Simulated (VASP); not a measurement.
# Ag (P6_3/mmc) in VASP: a series of runs

Ag is run at these levels: RPBE; tasks: single point.

Program: VASP 6.6.1. These are calculated values, not measurements. Logs are shortened: lines on timing, memory, paths and dates and some standing lists are left out, and cuts for length are marked.

**1. The cell of the first run**

It takes space group P6_3/mmc (No. 194, hexagonal). Conventional cell: a = 2.867 Å, b = 2.867 Å, c = 4.637 Å, α = 90.00°, β = 90.00°, γ = 120.00°. Within 3.8 Å of Ag (site symmetry -6m2) lie 12 Ag at 2.85 to 2.87 Å.

**2. Single point, RPBE (volume scaled by 0.88)**

INCAR reads:

```
SYSTEM = Ag
ALGO     = Normal         ! electronic algorithm
EDIFF    = 1E-7           ! SCF threshold, eV
ENCUT    = 520            ! plane-wave cutoff, eV
GGA      = RP             ! functional
ISIF     = 2              ! what is computed and relaxed
ISMEAR   = -1             ! smearing method
LASPH    = .TRUE.         ! aspherical terms in the spheres
LCHARG   = .FALSE.        ! write CHGCAR
LREAL    = .FALSE.        ! projectors in reciprocal space
LWAVE    = .FALSE.        ! write WAVECAR
NBANDS   = 18             ! bands
NELM     = 100            ! most SCF steps
PREC     = Accurate       ! precision mode
SIGMA    = 0.1            ! smearing width, eV
```

KPOINTS reads:

```
k-points
0
G
  14 14 8
  0 0 0
```

POSCAR reads:

```
Ag
1.0
    2.8671509782      0.0000000000      0.0000000000
   -1.4335754891      2.4830255836      0.0000000000
    0.0000000000      0.0000000000      4.6365618663
Ag
2
Direct
    0.3333333333      0.6666666667      0.2500000000
    0.6666666667      0.3333333333      0.7500000000
```

Potentials or basis: VASP PAW PBE potentials, release 64 (Ag).

Command:

```
$ cat potpaw_PBE.64/Ag/POTCAR > POTCAR
$ mpirun -np 1 vasp_std > vasp.out
```

OUTCAR:

```text
SYSTEM = Ag
   EDIFF = 1E-7
   ENCUT = 520
   GGA = RP
   ISIF = 2
   ISMEAR = -1
   LASPH = .TRUE.
   LREAL = .FALSE.
   NELM = 100
   PREC = Accurate

 ion  position               nearest neighbor table
   1  0.333  0.667  0.250-   2 2.85   2 2.85   2 2.85   2 2.85   2 2.85   2 2.85
   2  0.667  0.333  0.750-   1 2.85   1 2.85   1 2.85   1 2.85   1 2.85   1 2.85

  LATTYP: Found a hexagonal cell.
 ALAT       =     2.8671509782
 C/A-ratio  =     1.6171320944

  Lattice vectors:

 A1 = (   2.8671509782,   0.0000000000,   0.0000000000)
 A2 = (  -1.4335754891,   2.4830255836,   0.0000000000)
 A3 = (   0.0000000000,   0.0000000000,   4.6365618663)

Analysis of symmetry for initial positions (statically):
=====================================================================
 Subroutine PRICEL returns:
 Original cell was already a primitive cell.

 Routine SETGRP: Setting up the symmetry group for a
 hexagonal supercell.

 Subroutine GETGRP returns: Found 24 space group operations
 (whereof 12 operations were pure point group operations)
 out of a pool of 24 trial point group operations.

The static configuration has the point symmetry D_3d.
 The point group associated with its full space group is D_6h.

Analysis of symmetry for dynamics (positions and initial velocities):
=====================================================================
 Subroutine PRICEL returns:
 Original cell was already a primitive cell.

 Routine SETGRP: Setting up the symmetry group for a
 hexagonal supercell.

 Subroutine GETGRP returns: Found 24 space group operations
 (whereof 12 operations were pure point group operations)
 out of a pool of 24 trial point group operations.

The dynamic configuration has the point symmetry D_3d.
 The point group associated with its full space group is D_6h.

 Subroutine INISYM returns: Found 24 space group operations
 (whereof 12 operations are pure point group operations),
 and found     1 'primitive' translations

----------------------------------------------------------------------------------------

                                     Primitive cell

  volume of cell :      33.0087

  direct lattice vectors                    reciprocal lattice vectors
     2.867150978  0.000000000  0.000000000     0.348778285  0.201367237  0.000000000
    -1.433575489  2.483025584  0.000000000     0.000000000  0.402734473  0.000000000
     0.000000000  0.000000000  4.636561866     0.000000000  0.000000000  0.215677053

  length of vectors
     2.867150978  2.867150978  4.636561866     0.402734473  0.402734473  0.215677053

  position of ions in fractional coordinates (direct lattice)
     0.333333333  0.666666667  0.250000000
     0.666666667  0.333333333  0.750000000

  ion indices of the primitive-cell ions
   primitive index   ion index
                 1           1
                 2           2

----------------------------------------------------------------------------------------

 KPOINTS: k-points

Automatic generation of k-mesh.
 Grid dimensions read from file:
 generate k-points for:   14   14    8

 Generating k-lattice:

  Cartesian coordinates                     Fractional coordinates (reciprocal lattice)
     0.024912735  0.014383374  0.000000000     0.071428571 -0.000000000  0.000000000
     0.000000000  0.028766748  0.000000000     0.000000000  0.071428571  0.000000000
     0.000000000  0.000000000  0.026959632     0.000000000  0.000000000  0.125000000

  Length of vectors
     0.028766748  0.028766748  0.026959632

  Shift w.r.t. Gamma in fractional coordinates (k-lattice)
     0.000000000  0.000000000  0.000000000

 Subroutine IBZKPT returns following result:
 ===========================================

 Found    120 irreducible k-points:

 Following reciprocal coordinates:
            Coordinates               Weight
  0.000000  0.000000  0.000000      1.000000
  0.071429  0.000000  0.000000      6.000000
  0.142857  0.000000  0.000000      6.000000
  0.214286  0.000000  0.000000      6.000000
  0.285714  0.000000  0.000000      6.000000
  0.357143  0.000000  0.000000      6.000000
[... 16 lines left out ...]
  0.285714  0.285714  0.000000      6.000000
  0.357143  0.285714  0.000000      6.000000
 [... further k-points ...]
   k-points           NKPTS =    120   k-points in BZ     NKDIM =    120   number of bands    NBANDS=     18
   number of dos      NEDOS =    301   number of ions     NIONS =      2
   total plane-waves  NPLWV =  20736
   dimension x,y,z NGX =    24 NGY =   24 NGZ =   36
   dimension x,y,z NGXF=    48 NGYF=   48 NGZF=   72
   ions per type =               2
   NGX,Y,Z   is equivalent  to a cutoff of  13.92, 13.92, 12.91 a.u.
   NGXF,Y,Z  is equivalent  to a cutoff of  27.83, 27.83, 25.82 a.u.
 SYSTEM =  Ag
   PREC   = accura    normal or accurate (medium, high low for compatibility)
   ISTART =      0    job   : 0-new  1-cont  2-samecut
   ICHARG =      2    charge: 1-file 2-atom 10-const
   ISPIN  =      1    spin polarized calculation?
   LNONCOLLINEAR =      F non collinear calculations
   LSORBIT =      F    spin-orbit coupling
   LASPH  =      T    aspherical Exc in radial PAW
   ENCUT  =  520.0 eV  38.22 Ry    6.18 a.u.   5.33  5.33  8.62*2*pi/ulx,y,z
   NELM   =    100;   NELMIN=  2; NELMDL= -5     # of ELM steps
   EDIFF  = 0.1E-06   stopping-criterion for ELM
   LREAL  =      F    real-space projection
   EDIFFG = 0.1E-05   stopping-criterion for IOM
   NSW    =      0    number of steps for IOM
   IBRION =     -1    ionic relax: 0-MD 1-quasi-New 2-CG
   NFREE  =      0    steps in history (QN), initial steepest desc. (CG)
   ISIF   =      2    stress and relaxation
   ISYM   =      2    0-nonsym 1-usesym 2-fastsym
   POTIM  = 0.5000    time-step for ionic-motion
   TEBEG  =    0.0;   TEEND  =   0.0 temperature during run
   PSTRESS=    0.0 pullay stress
   NELECT =      22.0000    total number of electrons
   NUPDOWN=      -1.0000    fix difference up-down
   EMIN   =  10.00;   EMAX   =-10.00  energy-range for DOS
   EFERMI =   0.00;   METHOD = LEGACY
   ISMEAR =    -1;   SIGMA  =   0.10  broadening in eV -4-tet -1-fermi 0-gaus
   EFERMI_NEDOS =   21; number of points for ismear=-14 and -15
   IALGO  =     38    algorithm
   IMIX   =      4    mixing-type and parameters
     AMIX     =   0.40;   BMIX     =  1.00
     AMIX_MAG =   1.60;   BMIX_MAG =  1.00
  volume/ion in A,a.u.               =      16.50       111.38
  Fermi-wavevector in a.u.,A,eV,Ry     =   1.430012  2.702331 27.823034  2.044935
  Thomas-Fermi vector in A             =   2.549904
   LORBIT       =      0    0 simple, 1 ext, 2 COOP (PROOUT), +10 PAW based schemes
   GGA     = RP    functional components
   LHFCALC =     F    Hartree Fock is set to
   AEXX    =    0.0000 exact exchange contribution
   IVDW    =     0    specifies the selected vdW correction
   LEPSILON=     F    determine dielectric tensor
   LRPA    =     F    only Hartree local field effects (RPA)
 non-spin polarized calculation
  energy-cutoff  :      520.00
  volume of cell :       33.01
 maximum number of plane-waves:       905
 NGX is ok and might be reduce to    24
   NGX = 11   NGY = 11   NGZ = 17

 number of electron      21.9999994 magnetization

 Free energy of the ion-electron system (eV)
  ---------------------------------------------------
  ext. energy  EPLUGINS =         0.00000000
  ---------------------------------------------------
  free energy    TOTEN  =        -4.23936726 eV

  energy without entropy =       -4.22041625  energy(sigma->0) =       -4.22989176

 E-fermi :   9.0119     XC(G=0): -12.2752

 val. band max:        8.9664339183   @ k =   0.0714   0.0714   0.1250
 cond. band min:       9.0825616175   @ k =   0.4286   0.0000   0.5000
 fundamental gap:      0.1161276992
 Fermi energy:         9.0118938416

 k-point     1 :       0.0000    0.0000    0.0000
  band No.  band energies     occupation
      1       1.0514      2.00000
      2       2.4239      2.00000
      3       4.1232      2.00000
      4       4.1789      2.00000
      5       4.1789      2.00000
      6       4.4415      2.00000
[... 10 lines left out ...]
     17      27.6022      0.00000
     18      27.6022      0.00000

 k-point     2 :       0.0714    0.0000    0.0000
  band No.  band energies     occupation
      1       1.1954      2.00000
      2       2.5072      2.00000
      3       3.9987      2.00000
      4       4.2570      2.00000
      5       4.2957      2.00000
      6       4.4139      2.00000
[... 10 lines left out ...]
     17      27.0408      0.00000
     18      27.8136      0.00000

 k-point     3 :       0.1429    0.0000    0.0000
  band No.  band energies     occupation
      1       1.6049      2.00000
      2       2.7156      2.00000
      3       3.8391      2.00000
      4       4.3101      2.00000
      5       4.4247      2.00000
      6       4.4817      2.00000
[... 10 lines left out ...]
     17      27.2623      0.00000
     18      27.5587      0.00000

 k-point     4 :       0.2143    0.0000    0.0000
  band No.  band energies     occupation
      1       2.1822      2.00000
      2       2.8914      2.00000
      3       3.7877      2.00000
      4       3.9698      2.00000
      5       4.2569      2.00000
      6       4.4372      2.00000
[... 375 lines left out ...]
      4       3.9882      2.00000
      5       4.2131      2.00000
      6       4.3112      2.00000
[... 10 lines left out ...]
     17      20.3186      0.00000
     18      22.6354      0.00000

 k-point    23 :       0.2857    0.2857    0.0000
  band No.  band energies     occupation
      1       2.8924      2.00000
      2       3.3025      2.00000
      3       3.3865      2.00000
      4       3.9606      2.00000
      5       3.9859      2.00000
      6       4.2815      2.00000
[... 10 lines left out ...]
     17      21.0765      0.00000
     18      21.2357      0.00000

 k-point    24 :       0.3571    0.2857    0.0000
  band No.  band energies     occupation
      1       2.8627      2.00000
      2       3.3545      2.00000
      3       3.4311      2.00000
      4       3.9292      2.00000
      5       4.0410      2.00000
      6       4.1787      2.00000
[... 10 lines left out ...]
     17      19.9193      0.00000
     18      21.0073      0.00000

 [... further k-points ...]
[... 5 lines left out ...]
  --------------------------------------------------------------------------------------
  -------------------------------------------------------------------------------------
  Total        2.6653848      2.6653848      2.9371844      0.0000000      0.0000000      0.0000000
  in kB      129.3727108    129.3727108    142.5653468      0.0000000      0.0000000      0.0000000
  external PRESSURE =     133.7702562 kB  Pullay stress =       0.0000000 kB

 VOLUME and BASIS-vectors are now :
 -----------------------------------------------------------------------------
  energy-cutoff  :      520.00
  volume of cell :       33.01
      direct lattice vectors                 reciprocal lattice vectors
     2.867150978  0.000000000  0.000000000     0.348778285  0.201367237  0.000000000
    -1.433575489  2.483025584  0.000000000     0.000000000  0.402734473  0.000000000
     0.000000000  0.000000000  4.636561866     0.000000000  0.000000000  0.215677053

 POSITION                                       TOTAL-FORCE (eV/Angst)
 -----------------------------------------------------------------------------------
     -0.00000      1.65535      1.15914         0.000000     -0.000000      0.000000
      1.43358      0.82768      3.47742        -0.000000      0.000000      0.000000
 -----------------------------------------------------------------------------------
    total drift:                               -0.000000      0.000000     -0.000000

  FREE ENERGIE OF THE ION-ELECTRON SYSTEM (eV)
  ---------------------------------------------------
  free  energy   TOTEN  =        -4.2393672624 eV

  energy  without entropy=       -4.2204162546  energy(sigma->0) =       -4.22989176
```

Wall time 24 s (1 thread of Intel Xeon 6975P-C (Granite Rapids), shared host); peak memory 0.19 GiB.

What came out:

* Free energy: -4.2394 eV
* Pressure: 13.4 GPa
* Band gap on the k mesh: zero (band 11 reaches 12.77 eV, above the bottom of band 12 at 5.54 eV)

Caveat: the PAW data sets were made with another functional, which shifts forces and pressure a little.

**3. Single point, RPBE (volume scaled by 0.92)**

INCAR reads:

```
PREC     = Accurate       # precision mode
ENCUT    = 520            # plane-wave cutoff, eV
EDIFF    = 1E-6           # SCF threshold, eV
ISMEAR   = -1             # smearing method
SIGMA    = 0.1            # smearing width, eV
LREAL    = False          # projectors in reciprocal space
LASPH    = True           # aspherical terms in the spheres
NELM     = 80             # most SCF steps
ALGO     = Normal         # electronic algorithm
ISIF     = 2              # what is computed and relaxed
LWAVE    = False          # write WAVECAR
LCHARG   = True           # write CHGCAR
GGA      = RP             # functional
LELF     = True           # ELF
LVHAR    = True         
NBANDS   = 18             # bands
```

KPOINTS reads:

```
Automatic mesh
0
Gamma
  14 14 8
```

POSCAR reads:

```
Ag
1.0
    2.9099505863      0.0000000000      0.0000000000
   -1.4549752931      2.5200911315      0.0000000000
    0.0000000000      0.0000000000      4.7057744862
Ag
2
Direct
    0.3333333333      0.6666666667      0.2500000000
    0.6666666667      0.3333333333      0.7500000000
```

Potentials or basis: VASP PAW PBE potentials, release 64 (Ag).

Command:

```
$ cat potpaw_PBE.64/Ag/POTCAR > POTCAR
$ mpirun -np 1 vasp_std > vasp.out
```

Wall time 19 s (1 thread of Intel Xeon 6975P-C (Granite Rapids), shared host); peak memory 0.19 GiB.

Results (log left out):

| Property | Result |
| --- | --- |
| Free energy | -4.3373 eV |
| Pressure | 7.6 GPa |
| Band gap on the k mesh | zero (band 11 reaches 12.04 eV, above the bottom of band 12 at 4.97 eV) |

Stress tensor (GPa, compression positive):
```
7.28 0.00 0.00
0.00 7.28 0.00
0.00 0.00 8.30
```

Levels at points of the mesh, in eV from the Fermi level:
```csv
k point,band 7,band 8,band 9,band 10,band 11,band 12,band 13,band 14,band 15,band 16
"(0.00, 0.00, 0.00)",-4.44,-4.15,-4.15,-3.12,-3.12,-0.26,3.70,15.53,17.73,17.80
"(0.50, 0.00, 0.00)",-3.81,-3.02,-2.92,-2.87,0.10,1.51,6.96,7.18,9.42,10.37
"(0.00, 0.00, 0.50)",-4.48,-4.48,-3.43,-3.43,-3.43,-3.43,11.30,11.30,15.91,15.91
"(0.50, 0.00, 0.50)",-3.16,-3.16,-2.93,-2.93,0.80,0.80,4.54,4.54,13.51,13.51
```

Caveat: the PAW data sets were made with another functional, which shifts forces and pressure a little.
